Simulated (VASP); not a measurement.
A run of VASP 6.6.1 is set up as follows.

The input INCAR:

```
SYSTEM = AlFe
ALGO     = Normal         ! electronic algorithm
EDIFF    = 1E-6           ! SCF threshold, eV
ENCUT    = 520            ! plane-wave cutoff, eV
GGA      = CA             ! functional
ISIF     = 2              ! what is computed and relaxed
ISMEAR   = -1             ! smearing method
ISPIN    = 2              ! spin polarisation
LASPH    = .TRUE.         ! aspherical terms in the spheres
LCHARG   = .FALSE.        ! write CHGCAR
LMAXMIX  = 4              ! l up to which the mixer works
LORBIT   = 11             ! projections on sites
LREAL    = .FALSE.        ! projectors in reciprocal space
LWAVE    = .FALSE.        ! write WAVECAR
MAGMOM   = 0 2.4          ! initial moments
NBANDS   = 16             ! bands
NELM     = 150            ! most SCF steps
PREC     = Accurate       ! precision mode
SIGMA    = 0.1            ! smearing width, eV
```

KPOINTS

```
k-points
0
G
  7 7 7
  0 0 0
```

File POSCAR:

```
AlFe
1.0
    2.9148419390      0.0000000000      0.0000000000
    0.0000000000      2.9148419390      0.0000000000
    0.0000000000      0.0000000000      2.9148419390
Al Fe
1 1
Direct
    0.0008200000      0.0064200000      0.0081700000
    0.4997100000      0.4938200000      0.4953000000
```

Potentials or basis: VASP PAW LDA potentials, release 64 (Al, Fe).

The run is started by

```bash
$ cat potpaw_LDA.64/Al/POTCAR potpaw_LDA.64/Fe/POTCAR > POTCAR
$ mpirun -np 1 vasp_std > vasp.out
```

Task: Predict the pressure.

Result: -16.3 GPa.

Task: What does it give for the site moments?

Result: Al -0.02; Fe +0.67 μB.

Task: Predict the largest force.

Result: 0.326 eV/Å.

Stress tensor (GPa, compression positive):
```
-16.21   0.02   0.02
  0.02 -16.29   0.18
  0.02   0.18 -16.29
```
